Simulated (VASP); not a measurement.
Write the native input for VASP 6.6.1 that does the following.

```
Task                   : single point
Functional             : PBE
Potentials or basis    : VASP PAW PBE potentials, release 64 (Pb_d, F)
Cutoff                 : 520 eV
k mesh                 : 8 × 8 × 8
Occupations            : gaussian, width 0.05 eV
Spin                   : no spin polarisation
Dipole correction      : no
Further INCAR settings : ALGO = Normal; EDIFF = 1e-06; NBANDS = 21
```

The structure of PbF2 lies in POSCAR:

```
PbF2
1.0
    0.0000000000      2.7322620000      2.9698500000
    2.7322620000      0.0000000000      2.9698500000
    2.7322620000      2.7322620000      0.0000000000
Pb F
1 2
Direct
    0.0000000000      0.0000000000      0.0000000000
    0.2500000000      0.2500000000      0.2500000000
    0.7500000000      0.7500000000      0.7500000000
```

This cell differs from its parent crystal: strain -0.080 along x and y, +0.000 along z.

The input as run:

INCAR

```
SYSTEM = PbF2
ALGO = Normal
EDIFF = 1E-6
ENCUT = 520
GGA = PE
ISIF = 2
ISMEAR = 0
LASPH = .TRUE.
LCHARG = .FALSE.
LREAL = .FALSE.
LWAVE = .FALSE.
NBANDS = 21
NELM = 60
PREC = Accurate
SIGMA = 0.05
```

KPOINTS

```
k-points
0
G
  8 8 8
  0 0 0
```

Potentials or basis: VASP PAW PBE potentials, release 64 (Pb_d, F).

Launch:

```console
$ cat potpaw_PBE.64/Pb_d/POTCAR potpaw_PBE.64/F/POTCAR > POTCAR
$ mpirun -np 1 vasp_std > vasp.out
```

Results of the run:

- Pressure: 20.4 GPa
- Band gap on the k mesh: 3.98 eV, indirect (least direct gap 4.41 eV)

Caveat: the cell differs from its parent crystal (strain -0.080 along x and y, +0.000 along z); spin-orbit coupling is left out, which moves the levels of the heavy elements.

Wall time 45 s on 1 thread of AMD EPYC 7R13 Processor (Zen 3) (shared host), peak memory 0.17 GiB.
